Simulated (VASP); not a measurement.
A run of VASP 6.6.1 is set up as follows.

File INCAR:

```
SYSTEM = MoF
PREC = Accurate ; ENCUT = 520
EDIFF = 1E-7 ; ISMEAR = 0
SIGMA = 0.1 ; LREAL = .FALSE.
LASPH = .TRUE. ; NELM = 150
ALGO = Normal ; ISIF = 2
LWAVE = .FALSE. ; LCHARG = .FALSE.
ISPIN = 2 ; MAGMOM = 1 0
LORBIT = 11 ; LMAXMIX = 4
GGA = PE ; NBANDS = 22
```

The input KPOINTS:

```
Automatic mesh
0
G
  6 6 6
  0 0 0
```

The input POSCAR:

```
MoF
1.0
    0.0000000000      2.3431886336      2.3431886336
    2.3431886336      0.0000000000      2.3431886336
    2.3431886336      2.3431886336      0.0000000000
Mo F
1 1
Direct
    0.0000000000      0.0000000000      0.0000000000
    0.5000000000      0.5000000000      0.5000000000
```

Potentials or basis: VASP PAW PBE potentials, release 64 (Mo_sv, F).

Command:

```console
$ cat potpaw_PBE.64/Mo_sv/POTCAR potpaw_PBE.64/F/POTCAR > POTCAR
$ mpirun -np 1 vasp_std > vasp.out
```

(1) Estimate the net moment.

(2) What does it give for the pressure?

(3) Predict the site moments.

Results:

(1) 1.86 μB per cell.

(2) 8.4 GPa.

(3) Mo +1.59; F +0.07 μB.

Caveat: the k points lie up to 0.39 Å⁻¹ apart.
